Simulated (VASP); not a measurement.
# Zn (P6_3/mmc) in VASP: a series of runs, part 2 of 2

VASP 6.6.1. Earlier steps stand in the parts before.

### 4 Single point, r2SCAN

Contents of POSCAR:

```
Zn
1.0
    2.6187264646      0.0000000000      0.0000000000
   -1.3093632323      2.2678836439      0.0000000000
    0.0000000000      0.0000000000      4.8388970683
Zn
2
Direct
    0.3333333333      0.6666666667      0.2500000000
    0.6666666667      0.3333333333      0.7500000000
```

Contents of INCAR.step1:

```
SYSTEM = Zn
ALGO = Normal
EDIFF = 1E-4
ENCUT = 520
GGA = PE
ISMEAR = -1
LASPH = .TRUE.
LCHARG = .FALSE.
LREAL = .FALSE.
LWAVE = .TRUE.
NBANDS = 19
NELM = 100
PREC = Accurate
SIGMA = 0.1
```

Contents of INCAR.step2:

```
SYSTEM = Zn
ALGO = Normal
EDIFF = 1E-6
ENCUT = 520
ISIF = 2
ISMEAR = -1
ISTART = 1
LASPH = .TRUE.
LCHARG = .FALSE.
LMIXTAU = .TRUE.
LREAL = .FALSE.
LWAVE = .FALSE.
METAGGA = R2SCAN
NBANDS = 19
NELM = 100
PREC = Accurate
SIGMA = 0.1
```

Contents of KPOINTS:

```
k-points
0
G
  11 11 5
  0 0 0
```

Potentials or basis: VASP PAW PBE potentials, release 64 (Zn).

On the command line:

```sh
$ cat potpaw_PBE.64/Zn/POTCAR > POTCAR
$ cp INCAR.step1 INCAR
$ mpirun -np 1 vasp_std > vasp.out
$ cp INCAR.step2 INCAR
$ mpirun -np 1 vasp_std > vasp.out
```

OUTCAR:

```text
SYSTEM = Zn
   EDIFF = 1E-6
   ENCUT = 520
   ISIF = 2
   ISMEAR = -1
   ISTART = 1
   LASPH = .TRUE.
   LREAL = .FALSE.
   METAGGA = R2SCAN
   NELM = 100
   PREC = Accurate

 ion  position               nearest neighbor table
   1  0.333  0.667  0.250-   2 2.85   2 2.85   2 2.85   2 2.85   2 2.85   2 2.85
   2  0.667  0.333  0.750-   1 2.85   1 2.85   1 2.85   1 2.85   1 2.85   1 2.85

  LATTYP: Found a hexagonal cell.
 ALAT       =     2.6187264646
 C/A-ratio  =     1.8478054633

  Lattice vectors:

 A1 = (   2.6187264646,   0.0000000000,   0.0000000000)
 A2 = (  -1.3093632323,   2.2678836439,   0.0000000000)
 A3 = (   0.0000000000,   0.0000000000,   4.8388970683)

Analysis of symmetry for initial positions (statically):
=====================================================================
 Subroutine PRICEL returns:
 Original cell was already a primitive cell.

 Routine SETGRP: Setting up the symmetry group for a
 hexagonal supercell.

 Subroutine GETGRP returns: Found 24 space group operations
 (whereof 12 operations were pure point group operations)
 out of a pool of 24 trial point group operations.

The static configuration has the point symmetry D_3d.
 The point group associated with its full space group is D_6h.

Analysis of symmetry for dynamics (positions and initial velocities):
=====================================================================
 Subroutine PRICEL returns:
 Original cell was already a primitive cell.

 Routine SETGRP: Setting up the symmetry group for a
 hexagonal supercell.

 Subroutine GETGRP returns: Found 24 space group operations
 (whereof 12 operations were pure point group operations)
 out of a pool of 24 trial point group operations.

The dynamic configuration has the point symmetry D_3d.
 The point group associated with its full space group is D_6h.

 Subroutine INISYM returns: Found 24 space group operations
[... 106 lines left out ...]
   TEBEG  =    0.0;   TEEND  =   0.0 temperature during run
   PSTRESS=    0.0 pullay stress
   NELECT =      24.0000    total number of electrons
   NUPDOWN=      -1.0000    fix difference up-down
   EMIN   =  10.00;   EMAX   =-10.00  energy-range for DOS
   EFERMI =   0.00;   METHOD = LEGACY
   ISMEAR =    -1;   SIGMA  =   0.10  broadening in eV -4-tet -1-fermi 0-gaus
   EFERMI_NEDOS =   21; number of points for ismear=-14 and -15
   IALGO  =     38    algorithm
   IMIX   =      4    mixing-type and parameters
     AMIX     =   0.40;   BMIX     =  1.00
     AMIX_MAG =   1.60;   BMIX_MAG =  1.00
  volume/ion in A,a.u.               =      14.37        96.97
  Fermi-wavevector in a.u.,A,eV,Ry     =   1.541675  2.913343 32.337805  2.376762
  Thomas-Fermi vector in A             =   2.647587
   LORBIT       =      0    0 simple, 1 ext, 2 COOP (PROOUT), +10 PAW based schemes
   METAGGA = R2SCAN    functional components
   LHFCALC =     F    Hartree Fock is set to
   AEXX    =    0.0000 exact exchange contribution
   IVDW    =     0    specifies the selected vdW correction
   LEPSILON=     F    determine dielectric tensor
   LRPA    =     F    only Hartree local field effects (RPA)
 non-spin polarized calculation
  energy-cutoff  :      520.00
  volume of cell :       28.74
 maximum number of plane-waves:       787
 NGX is ok and might be reduce to    20
   NGX =  9   NGY =  9   NGZ = 17

 number of electron      24.0000039 magnetization

 Free energy of the ion-electron system (eV)
  ---------------------------------------------------
  ext. energy  EPLUGINS =         0.00000000
  ---------------------------------------------------
  free energy    TOTEN  =       -17.79042056 eV

  energy without entropy =      -17.77554705  energy(sigma->0) =      -17.78298380

 E-fermi :   3.3829     XC(G=0): -12.9806

 val. band max:        3.3817700354   @ k =   0.3636   0.2727   0.4000
 cond. band min:       3.4166822582   @ k =   0.3636   0.2727   0.4000
 fundamental gap:      0.0349122228
 Fermi energy:         3.3829335755

 k-point     1 :       0.0000    0.0000    0.0000
  band No.  band energies     occupation
      1      -7.9473      2.00000
      2      -5.8358      2.00000
      3      -5.0055      2.00000
      4      -4.7428      2.00000
      5      -4.7427      2.00000
      6      -4.6840      2.00000
[... 505 lines left out ...]
      6      -4.7077      2.00000
[... 11 lines left out ...]
     18      18.9376      0.00000
     19      21.9034      0.00000

 [... further k-points ...]
[... 5 lines left out ...]
  --------------------------------------------------------------------------------------
  -------------------------------------------------------------------------------------
  Total        0.3287186      0.3287186     -0.2981028     -0.0000000      0.0000000     -0.0000000
  in kB       18.3264200     18.3264200    -16.6195507     -0.0000000      0.0000000     -0.0000000
  external PRESSURE =       6.6777631 kB  Pullay stress =       0.0000000 kB

 VOLUME and BASIS-vectors are now :
 -----------------------------------------------------------------------------
  energy-cutoff  :      520.00
  volume of cell :       28.74
      direct lattice vectors                 reciprocal lattice vectors
     2.618726465  0.000000000  0.000000000     0.381865007  0.220469865  0.000000000
    -1.309363232  2.267883644  0.000000000     0.000000000  0.440939729  0.000000000
     0.000000000  0.000000000  4.838897068     0.000000000  0.000000000  0.206658663

 POSITION                                       TOTAL-FORCE (eV/Angst)
 -----------------------------------------------------------------------------------
     -0.00000      1.51192      1.20972        -0.000000      0.000000      0.000000
      1.30936      0.75596      3.62917         0.000000      0.000000      0.000000
 -----------------------------------------------------------------------------------
    total drift:                                0.000000     -0.000000      0.000000

  FREE ENERGIE OF THE ION-ELECTRON SYSTEM (eV)
  ---------------------------------------------------
  free  energy   TOTEN  =       -17.7904205613 eV

  energy  without entropy=      -17.7755470468  energy(sigma->0) =      -17.78298380
```

Wall time 92 s (1 thread of Intel Xeon Platinum 8259CL at 2.50GHz (Skylake/Cascade Lake), shared host); peak memory 0.15 GiB.

Results:

```yaml
Free_energy: -17.7904 eV
Pressure: 0.7 GPa
Band_gap_on_the_k_mesh: zero (band 12 reaches 5.14 eV, above the bottom of band 13 at 0.38 eV)
```

Levels at points of the mesh, in eV from the Fermi level:
```csv
k point,band 8,band 9,band 10,band 11,band 12,band 13,band 14,band 15,band 16,band 17
"(0.00, 0.00, 0.00)",-7.71,-7.71,-7.48,-7.47,-4.07,-3.01,15.10,18.66,19.13,19.13
```

Caveat: the PAW data sets were made with another functional, which shifts forces and pressure a little.

### 5 The runs side by side

| k mesh | gap on the mesh (eV) | pressure (GPa) |
| --- | --- | --- |
| 7 × 7 × 3 | none | 0.2 |
| 8 × 8 × 4 | none | 0.8 |
| 11 × 11 × 5 | none | 0.7 |

Alike in all rows: task single point; level r2SCAN; potentials or basis VASP PAW PBE potentials, release 64 (Zn); no spin polarisation; cell as given; cutoff (eV) 520; smearing fermi-dirac 0.1 eV.

Caveats: some runs use coarse meshes; the PAW data sets were made with another functional, which shifts forces and pressure a little.

Absolute energies hang on the potentials; compare differences alone.
